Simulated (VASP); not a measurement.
# Bi2Te3 (R-3m) in VASP: notebook

Bi2Te3 is run at these levels: PBE; tasks: electric field gradients.

Everything below comes from runs of VASP 6.6.1. Logs are shortened: lines on timing, memory, paths and dates and some standing lists are left out, and cuts for length are marked.

## (1) The cell of the first run

It takes space group R-3m (No. 166, trigonal). Conventional cell: a = 4.518 Å, b = 4.518 Å, c = 30.497 Å, α = 90.00°, β = 90.00°, γ = 120.00°. Bi (site symmetry 3m) has 6 Te at 3.14 to 3.31 Å within 4.1 Å. Te (site symmetry -3m) has 6 Bi at 3.31 Å within 4.3 Å. Within 4.1 Å of Te (site symmetry 3m) lie 3 Bi at 3.14 Å and 3 Te at 3.69 Å.

## (2) Electric field gradients, PBE (equal xx and yy strain of +3 %)

Input file INCAR:

```
SYSTEM = Bi2Te3
ALGO = Normal
EDIFF = 1E-8
ENCUT = 520
GGA = PE
ISIF = 2
ISMEAR = -1
LASPH = .TRUE.
LCHARG = .FALSE.
LEFG = .TRUE.
LREAL = .FALSE.
LWAVE = .FALSE.
NBANDS = 32
NELM = 80
PREC = Accurate
SIGMA = 0.08
```

Input file KPOINTS:

```
k-points
0
G
  7 7 7
  0 0 0
```

Input file POSCAR:

```
Bi2Te3
1.0
    2.2587905752      1.3041133466     10.1656700000
   -2.2587905752      1.3041133466     10.1656700000
    0.0000000000     -2.6082266932     10.1656700000
Bi Te
2 3
Direct
    0.4000000000      0.4000000000      0.4000000000
    0.6000000000      0.6000000000      0.6000000000
    0.0000000000      0.0000000000      0.0000000000
    0.2095000000      0.2095000000      0.2095000000
    0.7905000000      0.7905000000      0.7905000000
```

Potentials or basis: VASP PAW PBE potentials, release 64 (Bi_d, Te).

Run with:

```
$ cat potpaw_PBE.64/Bi_d/POTCAR potpaw_PBE.64/Te/POTCAR > POTCAR
$ mpirun -np 1 vasp_std > vasp.out
```

OUTCAR:

```text
SYSTEM = Bi2Te3
   EDIFF = 1E-8
   ENCUT = 520
   GGA = PE
   ISIF = 2
   ISMEAR = -1
   LASPH = .TRUE.
   LREAL = .FALSE.
   NELM = 80
   PREC = Accurate

 ion  position               nearest neighbor table
   1  0.400  0.400  0.400-   5 3.14   5 3.14   5 3.14   3 3.31   3 3.31   3 3.31
   2  0.600  0.600  0.600-   4 3.14   4 3.14   4 3.14   3 3.31   3 3.31   3 3.31
   3  0.000  0.000  0.000-   2 3.31   1 3.31   2 3.31   2 3.31   1 3.31   1 3.31
   4  0.209  0.209  0.209-   2 3.14   2 3.14   2 3.14
   5  0.791  0.791  0.791-   1 3.14   1 3.14   1 3.14

  LATTYP: Found a trigonal (rhomboedric) cell.
 ALAT       =    10.4949365426
 COS(alpha) =     0.9073549339

  Lattice vectors:

 A1 = (   2.2587905752,   1.3041133466,  10.1656700000)
 A2 = (  -2.2587905752,   1.3041133466,  10.1656700000)
 A3 = (   0.0000000000,  -2.6082266932,  10.1656700000)

Analysis of symmetry for initial positions (statically):
=====================================================================
 Subroutine PRICEL returns:
 Original cell was already a primitive cell.

 Routine SETGRP: Setting up the symmetry group for a
 trigonal (rhombohedral) supercell.

 Subroutine GETGRP returns: Found 12 space group operations
 (whereof 12 operations were pure point group operations)
 out of a pool of 12 trial point group operations.

The static configuration has the point symmetry D_3d.

Analysis of symmetry for dynamics (positions and initial velocities):
=====================================================================
 Subroutine PRICEL returns:
 Original cell was already a primitive cell.

 Routine SETGRP: Setting up the symmetry group for a
 trigonal (rhombohedral) supercell.

 Subroutine GETGRP returns: Found 12 space group operations
 (whereof 12 operations were pure point group operations)
 out of a pool of 12 trial point group operations.

The dynamic configuration has the point symmetry D_3d.

 Subroutine INISYM returns: Found 12 space group operations
 (whereof 12 operations are pure point group operations),
 and found     1 'primitive' translations

[... 148 lines left out ...]
 E-fermi :   5.5567     XC(G=0):  -9.0654

 val. band max:        5.4006478054   @ k =   0.0000   0.0000   0.0000
 cond. band min:       5.6298307945   @ k =   0.0000   0.0000   0.0000
 fundamental gap:      0.2291829891
 Fermi energy:         5.5567192802

 k-point     1 :       0.0000    0.0000    0.0000
  band No.  band energies     occupation
      1     -17.6605      2.00000
      2     -17.6605      2.00000
      3     -17.6594      2.00000
      4     -17.6594      2.00000
      5     -17.6581      2.00000
      6     -17.6571      2.00000
[... 829 lines left out ...]
     31      10.0380      0.00000
     32      10.0567      0.00000

 [... further k-points ...]

------------------------ aborting loop because EDIFF is reached ----------------------------------------

  FORCE on cell =-STRESS in cart. coord.  units (eV):
  Direction    XX          YY          ZZ          XY          YZ          ZX
  --------------------------------------------------------------------------------------
  -------------------------------------------------------------------------------------
  Total       -1.2576383     -1.2576383     -0.6641388      0.0000000     -0.0000000      0.0000000
  in kB      -11.2147025    -11.2147025     -5.9223068      0.0000000     -0.0000000      0.0000000
  external PRESSURE =      -9.4505706 kB  Pullay stress =       0.0000000 kB

 VOLUME and BASIS-vectors are now :
 -----------------------------------------------------------------------------
  energy-cutoff  :      520.00
  volume of cell :      179.67
      direct lattice vectors                 reciprocal lattice vectors
     2.258790575  1.304113347 10.165670000     0.221357396  0.127800752  0.032790100
    -2.258790575  1.304113347 10.165670000    -0.221357396  0.127800752  0.032790100
     0.000000000 -2.608226693 10.165670000     0.000000000 -0.255601504  0.032790100

 POSITION                                       TOTAL-FORCE (eV/Angst)
 -----------------------------------------------------------------------------------
      0.00000      0.00000     12.19880         0.000000      0.000000      0.161126
      0.00000      0.00000     18.29821         0.000000      0.000000     -0.161126
      0.00000      0.00000      0.00000         0.000000      0.000000      0.000000
      0.00000      0.00000      6.38912         0.000000     -0.000000      0.301673
      0.00000      0.00000     24.10789         0.000000     -0.000000     -0.301673
 -----------------------------------------------------------------------------------
    total drift:                               -0.000000     -0.000000     -0.000000

  FREE ENERGIE OF THE ION-ELECTRON SYSTEM (eV)
  ---------------------------------------------------
  free  energy   TOTEN  =       -18.3596780407 eV

  energy  without entropy=      -18.3575878187  energy(sigma->0) =      -18.35863293

 Electric field gradients (V/A^2)
---------------------------------------------------------------------
 ion       V_xx      V_yy      V_zz      V_xy      V_xz      V_yz
---------------------------------------------------------------------
   1      -5.142    -5.142    10.285     0.000     0.000     0.000
   2      -5.142    -5.142    10.285     0.000    -0.000     0.000
   3     -33.708   -33.708    67.416    -0.000    -0.000     0.000
   4       3.597     3.597    -7.194    -0.000    -0.000     0.000
   5       3.597     3.597    -7.194    -0.000    -0.000     0.000
---------------------------------------------------------------------

 Electric field gradients after diagonalization (V/A^2)
 (convention: |V_zz| > |V_xx| > |V_yy|)
----------------------------------------------------------------------
 ion       V_xx      V_yy      V_zz     asymmetry (V_yy - V_xx)/ V_zz
----------------------------------------------------------------------
   1      -5.142    -5.142    10.285       0.000
   2      -5.142    -5.142    10.285       0.000
   3     -33.708   -33.708    67.416       0.000
   4       3.597     3.597    -7.194       0.000
   5       3.597     3.597    -7.194       0.000
----------------------------------------------------------------------

           NMR quadrupolar parameters

 Cq : quadrupolar parameter    Cq=e*Q*V_zz/h
 eta: asymmetry parameters     (V_yy - V_xx)/ V_zz
 Q  : nuclear electric quadrupole moment in mb (millibarn)
----------------------------------------------------------------------
 ion       Cq(MHz)       eta       Q (mb)
----------------------------------------------------------------------
   1       0.025       0.000       1.000
   2       0.025       0.000       1.000
   3       0.163       0.000       1.000
   4      -0.017       0.000       1.000
   5      -0.017       0.000       1.000
----------------------------------------------------------------------
```

OSZICAR:

```text
N       E                     dE             d eps       ncg     rms          rms(c)
DAV:   1     0.427033395233E+03    0.42703E+03   -0.21517E+04  2816   0.143E+03
DAV:   2     0.263012260008E+02   -0.40073E+03   -0.38493E+03  2984   0.368E+02
DAV:   3    -0.167889637391E+02   -0.43090E+02   -0.41237E+02  3592   0.134E+02
DAV:   4    -0.185848861506E+02   -0.17959E+01   -0.17901E+01  3056   0.297E+01
DAV:   5    -0.186730443044E+02   -0.88158E-01   -0.88152E-01  4216   0.647E+00    0.680E+00
DAV:   6    -0.183435274036E+02    0.32952E+00   -0.41915E-01  3672   0.498E+00    0.506E+00
DAV:   7    -0.183548514876E+02   -0.11324E-01   -0.20858E-01  3576   0.192E+00    0.159E+00
DAV:   8    -0.183590282562E+02   -0.41768E-02   -0.28972E-02  3096   0.897E-01    0.582E-01
DAV:   9    -0.183592904401E+02   -0.26218E-03   -0.17029E-03  3864   0.329E-01    0.286E-01
DAV:  10    -0.183596247510E+02   -0.33431E-03   -0.91280E-04  3096   0.133E-01    0.536E-02
DAV:  11    -0.183596674040E+02   -0.42653E-04   -0.59059E-05  3400   0.427E-02    0.275E-02
DAV:  12    -0.183596762941E+02   -0.88901E-05   -0.16984E-05  3424   0.194E-02    0.982E-03
DAV:  13    -0.183596783601E+02   -0.20661E-05   -0.33799E-06  3096   0.126E-02    0.280E-03
DAV:  14    -0.183596782415E+02    0.11863E-06   -0.29639E-07  3408   0.338E-03    0.154E-03
DAV:  15    -0.183596779832E+02    0.25834E-06   -0.11165E-07  2672   0.147E-03    0.119E-03
DAV:  16    -0.183596780318E+02   -0.48674E-07   -0.72820E-09  2296   0.618E-04    0.167E-04
DAV:  17    -0.183596780432E+02   -0.11351E-07   -0.38883E-09  1880   0.440E-04    0.173E-04
DAV:  18    -0.183596780407E+02    0.25047E-08   -0.70904E-10  1544   0.198E-04
   1 F= -.18359678E+02 E0= -.18358633E+02  d E =-.209022E-02
```

stdout:

```text
POSCAR found type information on POSCAR BiTe
 POSCAR found :  2 types and       5 ions
 scaLAPACK will be used
 LDA part: xc-table for (Slater+PW92), standard interpolation
 POSCAR, INCAR and KPOINTS ok, starting setup
 FFT: planning ... GRIDC
 FFT: planning ... GRID_SOFT
 FFT: planning ... GRID
 WAVECAR not read
 entering main loop
ion   1

ion   2

ion   3

ion   4

ion   5
```

Wall time 19 min (1 thread of Intel Xeon Platinum 8375C at 2.90GHz (Ice Lake), shared host); peak memory 1 GiB.

Results:

* Free energy: -18.3597 eV
* Pressure: -0.9 GPa
* Largest force: 0.302 eV/Å
* Band gap on the k mesh: 0.23 eV
* Largest electric field gradient by atom: Bi +10.3; Te +67.4, -7.2 (each value once) V/Å²

Forces in eV/Å, atoms in the order of the input:
```
Bi   0.000  0.000  0.161
Bi   0.000  0.000 -0.161
Te   0.000  0.000  0.000
Te   0.000  0.000  0.302
Te   0.000  0.000 -0.302
```

Electric field gradients, principal values (V/Å²):
```csv
atom,least,middle,greatest (by size)
1 Bi,-5.142,-5.142,10.285
2 Bi,-5.142,-5.142,10.285
3 Te,-33.708,-33.708,67.416
4 Te,3.597,3.597,-7.194
5 Te,3.597,3.597,-7.194
```

Caveat: the cell differs from its parent crystal (equal xx and yy strain of +3 %); without QUAD_EFG the Cq values of the log hold for a quadrupole moment of 1 mb, not for the nuclei; spin-orbit coupling is left out, which moves the levels of the heavy elements.

(Part 1 of 2 ends here.)
